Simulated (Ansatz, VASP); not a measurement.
## Ti: VASP beside Ansatz

The input INCAR:

```
SYSTEM = Ti
PREC = Accurate
ENCUT = 520
EDIFF = 1E-6
ISMEAR = 0
SIGMA = 0.15
LREAL = .False.
LASPH = .True.
NELM = 60
ALGO = Fast
ISIF = 2
LWAVE = .False.
LCHARG = .True.
GGA = PE
LELF = .True.
LVHAR = .True.
NBANDS = 19
```

File KPOINTS:

```
Automatic mesh
0
Gamma
  24 24 14
  0 0 0
```

POSCAR

```
Ti
1.0
    3.1735347062      0.0000000000      0.0000000000
   -1.5867673531      2.7483616754      0.0000000000
    0.0000000000      0.0000000000      4.8366593752
Ti
2
Direct
    0.3333333333      0.6666666667      0.2500000000
    0.6666666667      0.3333333333      0.7500000000
```

Input for Ansatz:

```yaml
crystal:
  lattice:
    - [3.1735347062, 0.0, 0.0]
    - [-1.5867673531, 2.7483616754, 0.0]
    - [0.0, 0.0, 4.8366593752]
  atoms:
    - { symbol: Ti, position: [0.3333333333, 0.6666666667, 0.25] }
    - { symbol: Ti, position: [0.6666666667, 0.3333333333, 0.75] }
basis:
  ecutwfc: 420
kpoints:
  mp_grid: { grid: [24, 24, 14] }
hamiltonian:
  xc: pbe
scf:
  occupations: { method: gaussian, width: 0.15 }
output:
  forces: true
  stress: true
  eigenvalues: true
```

Change from the starting cell: strain +0.080 along x and y, +0.040 along z, atoms carried along.

Alike in both runs: task single point; functional PBE; k mesh 24 × 24 × 14; occupations gaussian, width 0.15 eV; no spin polarisation.

|  | VASP | Ansatz |
| --- | --- | --- |
| version | VASP 6.6.1 | Ansatz 0.2.0 |
| potentials or method | VASP PAW PBE potentials, release 64 (Ti_sv), cutoff 520 eV | scalar-relativistic, plane waves, PAW |
| valence electrons in the cell | 24 | 24 |

Ansatz gave:

| Item | Value |
| --- | --- |
| gap on the k mesh at the Fermi level (eV) | none |
| pressure (GPa) | -15.0 |
| traceless stress, the component that is largest in VASP (GPa) | 1.65 |

What did VASP give for the same quantities?

gap on the k mesh at the Fermi level (eV): none; pressure (GPa): -15.0; traceless stress, the component that is largest in VASP (GPa): 1.64.

A gap of «none» marks a metal or a gap that the smearing closes. With one functional, cell and mesh, what is left measures potentials, basis and numerics.
